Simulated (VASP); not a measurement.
# AlCo (Pm-3m) in VASP: further runs

The runs below take AlCo through single point, with LDA.

All numbers are computed with VASP 6.6.1; they aren't measurements. Logs are shortened: lines on timing, memory, paths and dates and some standing lists are left out, and cuts for length are marked.

### 1 The cell of the first run

It takes space group Pm-3m (No. 221, cubic). Conventional cell: a = 2.781 Å, b = 2.781 Å, c = 2.781 Å, α = 90.00°, β = 90.00°, γ = 90.00°. Al (site symmetry m-3m) has 8 Co at 2.41 Å and 6 Al at 2.78 Å within 3.2 Å. Co (site symmetry m-3m) has 8 Al at 2.41 Å and 6 Co at 2.78 Å within 3.2 Å.

### 2 Single point, LDA, collinear spin, ferromagnetic start

Contents of INCAR:

```
SYSTEM = AlCo
  PREC = Accurate
  ENCUT = 520
  EDIFF = 1E-7
  ISMEAR = -1
  SIGMA = 0.1
  LREAL = .FALSE.
  LASPH = .TRUE.
  NELM = 150
  ALGO = Normal
  ISIF = 2
  LWAVE = .FALSE.
  LCHARG = .FALSE.
  ISPIN = 2
  MAGMOM = 0 1.8
  LORBIT = 11
  LMAXMIX = 4
  NBANDS = 17
```

Contents of KPOINTS:

```
regular mesh
0
G
  10 10 10
  0 0 0
```

Contents of POSCAR:

```
AlCo
1.0
    2.7812982884      0.0000000000      0.0000000000
    0.0000000000      2.7812982884      0.0000000000
    0.0000000000      0.0000000000      2.7812982884
Al Co
1 1
Direct
    0.0000000000      0.0000000000      0.0000000000
    0.5000000000      0.5000000000      0.5000000000
```

Potentials or basis: VASP PAW LDA potentials, release 64 (Al, Co).

The run is started by

```sh
> cat potpaw_LDA.64/Al/POTCAR potpaw_LDA.64/Co/POTCAR > POTCAR
> mpirun -np 1 vasp_std > vasp.out
```

OUTCAR:

```text
SYSTEM = AlCo
   PREC = Accurate
   ENCUT = 520
   EDIFF = 1E-7
   ISMEAR = -1
   LREAL = .FALSE.
   LASPH = .TRUE.
   NELM = 150
   ISIF = 2
   ISPIN = 2
   LORBIT = 11

 ion  position               nearest neighbor table
   1  0.000  0.000  0.000-   2 2.41   2 2.41   2 2.41   2 2.41   2 2.41   2 2.41   2 2.41   2 2.41

   2  0.500  0.500  0.500-   1 2.41   1 2.41   1 2.41   1 2.41   1 2.41   1 2.41   1 2.41   1 2.41

  LATTYP: Found a simple cubic cell.
 ALAT       =     2.7812982884

  Lattice vectors:

 A1 = (   2.7812982884,   0.0000000000,   0.0000000000)
 A2 = (   0.0000000000,   2.7812982884,   0.0000000000)
 A3 = (   0.0000000000,   0.0000000000,   2.7812982884)

Analysis of symmetry for initial positions (statically):
=====================================================================
 Subroutine PRICEL returns:
 Original cell was already a primitive cell.

 Routine SETGRP: Setting up the symmetry group for a
 simple cubic supercell.

 Subroutine GETGRP returns: Found 48 space group operations
 (whereof 48 operations were pure point group operations)
 out of a pool of 48 trial point group operations.

The static configuration has the point symmetry O_h .

Analysis of symmetry for dynamics (positions and initial velocities):
=====================================================================
 Subroutine PRICEL returns:
 Original cell was already a primitive cell.

 Routine SETGRP: Setting up the symmetry group for a
 simple cubic supercell.

 Subroutine GETGRP returns: Found 48 space group operations
 (whereof 48 operations were pure point group operations)
 out of a pool of 48 trial point group operations.

The dynamic configuration has the point symmetry O_h .

Analysis of structural, dynamic, and magnetic symmetry:
=====================================================================
 Subroutine PRICEL returns:
 Original cell was already a primitive cell.

 Routine SETGRP: Setting up the symmetry group for a
 simple cubic supercell.

 Subroutine GETGRP returns: Found 48 space group operations
 (whereof 48 operations were pure point group operations)
 out of a pool of 48 trial point group operations.

The overall configuration has the point symmetry O_h .

 Subroutine INISYM returns: Found 48 space group operations
 (whereof 48 operations are pure point group operations),
 and found     1 'primitive' translations

----------------------------------------------------------------------------------------

                                     Primitive cell

  volume of cell :      21.5151

  direct lattice vectors                    reciprocal lattice vectors
     2.781298288  0.000000000  0.000000000     0.359544319  0.000000000  0.000000000
     0.000000000  2.781298288  0.000000000     0.000000000  0.359544319  0.000000000
     0.000000000  0.000000000  2.781298288     0.000000000  0.000000000  0.359544319

  length of vectors
     2.781298288  2.781298288  2.781298288     0.359544319  0.359544319  0.359544319

  position of ions in fractional coordinates (direct lattice)
     0.000000000  0.000000000  0.000000000
     0.500000000  0.500000000  0.500000000

  ion indices of the primitive-cell ions
   primitive index   ion index
                 1           1
                 2           2

----------------------------------------------------------------------------------------

 KPOINTS: regular mesh

Automatic generation of k-mesh.
 Grid dimensions read from file:
 generate k-points for:   10   10   10

 Generating k-lattice:

  Cartesian coordinates                     Fractional coordinates (reciprocal lattice)
     0.035954432  0.000000000  0.000000000     0.100000000  0.000000000  0.000000000
     0.000000000  0.035954432  0.000000000     0.000000000  0.100000000  0.000000000
     0.000000000  0.000000000  0.035954432     0.000000000  0.000000000  0.100000000

  Length of vectors
     0.035954432  0.035954432  0.035954432

  Shift w.r.t. Gamma in fractional coordinates (k-lattice)
     0.000000000  0.000000000  0.000000000

 Subroutine IBZKPT returns following result:
 ===========================================

 Found     56 irreducible k-points:

 Following reciprocal coordinates:
            Coordinates               Weight
  0.000000  0.000000  0.000000      1.000000
  0.100000  0.000000  0.000000      6.000000
  0.200000  0.000000  0.000000      6.000000
  0.300000  0.000000  0.000000      6.000000
  0.400000  0.000000  0.000000      6.000000
  0.500000  0.000000  0.000000      3.000000
[... 16 lines left out ...]
  0.200000  0.100000  0.100000     24.000000
  0.300000  0.100000  0.100000     24.000000
 [... further k-points ...]
   k-points           NKPTS =     56   k-points in BZ     NKDIM =     56   number of bands    NBANDS=     17
   number of dos      NEDOS =    301   number of ions     NIONS =      2
   total plane-waves  NPLWV =  13824
   dimension x,y,z NGX =    24 NGY =   24 NGZ =   24
   dimension x,y,z NGXF=    48 NGYF=   48 NGZF=   48
   ions per type =               1   1
   NGX,Y,Z   is equivalent  to a cutoff of  14.35, 14.35, 14.35 a.u.
   NGXF,Y,Z  is equivalent  to a cutoff of  28.69, 28.69, 28.69 a.u.
 SYSTEM =  AlCo
   PREC   = accura    normal or accurate (medium, high low for compatibility)
   ISTART =      0    job   : 0-new  1-cont  2-samecut
   ICHARG =      2    charge: 1-file 2-atom 10-const
   ISPIN  =      2    spin polarized calculation?
   LNONCOLLINEAR =      F non collinear calculations
   LSORBIT =      F    spin-orbit coupling
   LASPH  =      T    aspherical Exc in radial PAW
   ENCUT  =  520.0 eV  38.22 Ry    6.18 a.u.   5.17  5.17  5.17*2*pi/ulx,y,z
   NELM   =    150;   NELMIN=  2; NELMDL= -5     # of ELM steps
   EDIFF  = 0.1E-06   stopping-criterion for ELM
   LREAL  =      F    real-space projection
   EDIFFG = 0.1E-05   stopping-criterion for IOM
   NSW    =      0    number of steps for IOM
   IBRION =     -1    ionic relax: 0-MD 1-quasi-New 2-CG
   NFREE  =      0    steps in history (QN), initial steepest desc. (CG)
   ISIF   =      2    stress and relaxation
   ISYM   =      2    0-nonsym 1-usesym 2-fastsym
   POTIM  = 0.5000    time-step for ionic-motion
   TEBEG  =    0.0;   TEEND  =   0.0 temperature during run
   PSTRESS=    0.0 pullay stress
   NELECT =      12.0000    total number of electrons
   NUPDOWN=      -1.0000    fix difference up-down
   EMIN   =  10.00;   EMAX   =-10.00  energy-range for DOS
   EFERMI =   0.00;   METHOD = LEGACY
   ISMEAR =    -1;   SIGMA  =   0.10  broadening in eV -4-tet -1-fermi 0-gaus
   EFERMI_NEDOS =   21; number of points for ismear=-14 and -15
   IALGO  =     38    algorithm
   IMIX   =      4    mixing-type and parameters
     AMIX     =   0.40;   BMIX     =  1.00
     AMIX_MAG =   1.60;   BMIX_MAG =  1.00
  volume/ion in A,a.u.               =      10.76        72.60
  Fermi-wavevector in a.u.,A,eV,Ry     =   1.347579  2.546556 24.707773  1.815970
  Thomas-Fermi vector in A             =   2.475318
   LORBIT       =     11    0 simple, 1 ext, 2 COOP (PROOUT), +10 PAW based schemes
   GGA     = CA    functional components
   LHFCALC =     F    Hartree Fock is set to
   AEXX    =    0.0000 exact exchange contribution
   IVDW    =     0    specifies the selected vdW correction
   LEPSILON=     F    determine dielectric tensor
   LRPA    =     F    only Hartree local field effects (RPA)
 spin polarized calculation
  energy-cutoff  :      520.00
  volume of cell :       21.52
 maximum number of plane-waves:       588
 NGX is ok and might be reduce to    24
   NGX = 11   NGY = 11   NGZ = 11

 number of electron      12.0000003 magnetization      -0.0059987

 number of electron      12.0000003 magnetization       0.0000029

 Free energy of the ion-electron system (eV)
  ---------------------------------------------------
  ext. energy  EPLUGINS =         0.00000000
  ---------------------------------------------------
  free energy    TOTEN  =       -13.71979688 eV

  energy without entropy =      -13.69391882  energy(sigma->0) =      -13.70685785

 E-fermi :  11.2571     XC(G=0): -12.8742

 val. band max:       11.2315659232   @ k =   0.5000   0.4000   0.1000
 cond. band min:      11.3671810138   @ k =   0.5000   0.3000   0.0000
 fundamental gap:      0.1356150906
 Fermi energy:        11.2570692321

 spin component 1

 k-point     1 :       0.0000    0.0000    0.0000
  band No.  band energies     occupation
      1      -0.1996      1.00000
      2       7.9770      1.00000
      3       7.9770      1.00000
      4      10.4106      0.99979
      5      10.4106      0.99979
      6      10.4106      0.99979
[... 9 lines left out ...]
     16      35.8374      0.00000
     17      35.8374      0.00000
[... 441 lines left out ...]
 k-point    24 :       0.3000    0.1000    0.1000
  band No.  band energies     occupation
      1       1.9159      1.00000
      2       7.3811      1.00000
      3       8.4183      1.00000
      4       9.5806      1.00000
      5       9.6897      1.00000
      6      10.2861      0.99994
[... 9 lines left out ...]
     16      33.2546      0.00000
     17      34.3051      0.00000

 [... further k-points ...]

 spin component 2

 k-point     1 :       0.0000    0.0000    0.0000
  band No.  band energies     occupation
      1      -0.1995      1.00000
      2       7.9770      1.00000
      3       7.9770      1.00000
      4      10.4106      0.99979
      5      10.4106      0.99979
      6      10.4106      0.99979
[... 9 lines left out ...]
     16      35.8374      0.00000
     17      35.8374      0.00000
[... 441 lines left out ...]
 k-point    24 :       0.3000    0.1000    0.1000
  band No.  band energies     occupation
      1       1.9159      1.00000
      2       7.3811      1.00000
      3       8.4184      1.00000
      4       9.5806      1.00000
      5       9.6897      1.00000
      6      10.2861      0.99994
[... 9 lines left out ...]
     16      33.2546      0.00000
     17      34.3051      0.00000

 [... further k-points ...]

------------------------ aborting loop because EDIFF is reached ----------------------------------------

  FORCE on cell =-STRESS in cart. coord.  units (eV):
  Direction    XX          YY          ZZ          XY          YZ          ZX
  --------------------------------------------------------------------------------------
  -------------------------------------------------------------------------------------
  Total        0.4536413      0.4536413      0.4536413     -0.0000000      0.0000000     -0.0000000
  in kB       33.7816172     33.7816172     33.7816172     -0.0000000      0.0000000     -0.0000000
  external PRESSURE =      33.7816172 kB  Pullay stress =       0.0000000 kB

 VOLUME and BASIS-vectors are now :
 -----------------------------------------------------------------------------
  energy-cutoff  :      520.00
  volume of cell :       21.52
      direct lattice vectors                 reciprocal lattice vectors
     2.781298288  0.000000000  0.000000000     0.359544319  0.000000000  0.000000000
     0.000000000  2.781298288  0.000000000     0.000000000  0.359544319  0.000000000
     0.000000000  0.000000000  2.781298288     0.000000000  0.000000000  0.359544319

 POSITION                                       TOTAL-FORCE (eV/Angst)
 -----------------------------------------------------------------------------------
      0.00000      0.00000      0.00000         0.000000      0.000000      0.000000
      1.39065      1.39065      1.39065         0.000000      0.000000      0.000000
 -----------------------------------------------------------------------------------
    total drift:                                0.000000     -0.000000     -0.000000

  FREE ENERGIE OF THE ION-ELECTRON SYSTEM (eV)
  ---------------------------------------------------
  free  energy   TOTEN  =       -13.7197968806 eV

  energy  without entropy=      -13.6939188246  energy(sigma->0) =      -13.70685785

 total charge

# of ion       s       p       d       tot
------------------------------------------
    1        0.409   0.468   0.000   0.877
    2        0.466   0.566   7.589   8.621
--------------------------------------------------
tot          0.875   1.034   7.589   9.498

 magnetization (x)

# of ion       s       p       d       tot
------------------------------------------
    1       -0.000   0.000   0.000  -0.000
    2       -0.000   0.000   0.000   0.000
--------------------------------------------------
tot         -0.000   0.000   0.000   0.000
```

Run time: 58 s. Hardware: 1 thread of Intel Xeon 8259CL, shared host; peak memory 0.16 GiB.

Results:

```
Free energy                                           : -13.7198 eV
Pressure                                              : 3.4 GPa
Band gap on the k mesh                                : zero (filled and empty bands overlap)
Net moment                                            : 0.00 μB per cell
Valence electrons inside the program's atomic spheres : Al 0.88; Co 8.62
```

Caveat: the starting moments collapsed, and a magnetic state may lie lower.

### 3 Single point, LDA, collinear spin, ferromagnetic start

This run uses another cell than the first one, of 11.21 Å³/atom, 1.042 times its volume.

Contents of INCAR:

```
PREC = Accurate
ENCUT = 520
EDIFF = 1E-6
ISMEAR = -1
SIGMA = 0.1
LREAL = False
LASPH = True
NELM = 150
ALGO = Normal
ISIF = 2
LWAVE = False
LCHARG = True
ISPIN = 2
MAGMOM = 0 1.8
LORBIT = 11
LMAXMIX = 4
GGA = CA
LELF = True
LVHAR = True
NBANDS = 17
```

Contents of KPOINTS:

```
regular mesh
0
Gamma
  10 10 10
```

Contents of POSCAR:

```
AlCo
1.0
    2.8194030000      0.0000000000      0.0000000000
    0.0000000000      2.8194030000      0.0000000000
    0.0000000000      0.0000000000      2.8194030000
Al Co
1 1
Direct
    0.0000000000      0.0000000000      0.0000000000
    0.5000000000      0.5000000000      0.5000000000
```

Potentials or basis: VASP PAW LDA potentials, release 64 (Al, Co).

The run is started by

```sh
> cat potpaw_LDA.64/Al/POTCAR potpaw_LDA.64/Co/POTCAR > POTCAR
> mpirun -np 1 vasp_std > vasp.out
```

Wall time 54 s (1 thread of Intel Xeon 8259CL, shared host); peak memory 0.16 GiB.

Results (log left out):

| Item | Value |
| --- | --- |
| Free energy | -13.7147 eV |
| Pressure | -4.9 GPa |
| Band gap on the k mesh | zero (filled and empty bands overlap) |
| Net moment | 0.00 μB per cell |
| Valence electrons inside the program's atomic spheres | Al 0.85; Co 8.54 |

Levels at points of the mesh, in eV from the Fermi level:
Spin up:
```tsv
k point	band 4	band 5	band 6	band 7	band 8	band 9
(0.00, 0.00, 0.00)	-0.79	-0.79	-0.79	6.17	6.17	6.17
(0.50, 0.00, 0.00)	-1.71	-1.71	-0.67	0.22	8.59	10.83
(0.50, 0.50, 0.00)	-2.62	-1.49	-1.49	-0.23	2.56	3.75
(0.50, 0.50, 0.50)	-0.19	-0.19	2.49	2.49	2.49	4.38
```
Spin down:
```
           k point  band 3  band 4  band 5  band 6  band 7  band 8  band 9  band 10
(0.00, 0.00, 0.00)   -3.08   -0.79   -0.79   -0.79    6.17    6.17    6.17     9.02
(0.50, 0.00, 0.00)   -2.47   -1.71   -1.71   -0.67    0.22    8.59   10.83    10.83
(0.50, 0.50, 0.00)   -2.62   -2.62   -1.49   -1.49   -0.23    2.57    3.75    13.04
(0.50, 0.50, 0.50)   -4.00   -0.19   -0.19    2.49    2.49    2.49    4.38     5.63
```

Caveat: the starting moments collapsed, and a magnetic state may lie lower.
